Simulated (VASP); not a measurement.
Here is a VASP 6.6.1 calculation.

File POSCAR:

```
Co
1.0
   -1.4145745000      1.3929095500      1.3921574700
    1.4429802800     -1.3751271500      1.4027808400
    1.4112696000      1.3718222500     -1.3743750600
Co
1
Direct
    0.0000000000      0.0000000000      0.0000000000
```

The input INCAR.step1:

```
ALGO = Normal
EDIFF = 1E-6
ENCUT = 520
GGA = PS
ISIF = 2
ISMEAR = -1
ISPIN = 2
ISYM = 0
LASPH = True
LCHARG = True
LDAU = True
LDAUJ = 0
LDAUL = 2
LDAUPRINT = 1
LDAUTYPE = 2
LDAUU = 2
LMAXMIX = 4
LREAL = False
LWAVE = False
MAGMOM = 2.15
NBANDS = 14
NELM = 150
PREC = Accurate
SIGMA = 0.05
```

KPOINTS.step1

```
k-points
0
Gamma
  13 13 13
```

The input INCAR.step2:

```
ALGO = Normal
EDIFF = 1E-6
ENCUT = 520
GGA = PS
ICHARG = 11
ISIF = 2
ISMEAR = -5
ISPIN = 2
ISYM = 0
LASPH = True
LCHARG = False
LDAU = True
LDAUJ = 0
LDAUL = 2
LDAUPRINT = 1
LDAUTYPE = 2
LDAUU = 2
LMAXMIX = 4
LORBIT = 10
LREAL = False
LWAVE = False
MAGMOM = 2.15
NBANDS = 14
NEDOS = 1001
NELM = 150
PREC = Accurate
SIGMA = 0.05
```

The input KPOINTS.step2:

```
k-points
0
Gamma
  20 20 20
```

Potentials or basis: VASP PAW PBE potentials, release 64 (Co).

Command:

```sh
$ cat potpaw_PBE.64/Co/POTCAR > POTCAR
$ cp INCAR.step1 INCAR
$ cp KPOINTS.step1 KPOINTS
$ mpirun -np 1 vasp_std > vasp.out
$ cp INCAR.step2 INCAR
$ cp KPOINTS.step2 KPOINTS
$ mpirun -np 1 vasp_std > vasp.out
```

Task: What does it give for the net moment?

Result: 1.92 μB per cell.

Task: What does it give for the site moments?

Result: Co +1.92 μB.

Eigenvalues of the final occupation matrices:
| site | spin | trace | eigenvalues |
| --- | --- | --- | --- |
| site 1 d | 1 | 4.64 | 0.92 0.92 0.92 0.94 0.94 |
| site 1 d | 2 | 2.63 | 0.30 0.32 0.66 0.67 0.68 |

Caveat: the U is typed as a test and isn't derived for this compound. The state reached can hang on the start; a lower one may exist.
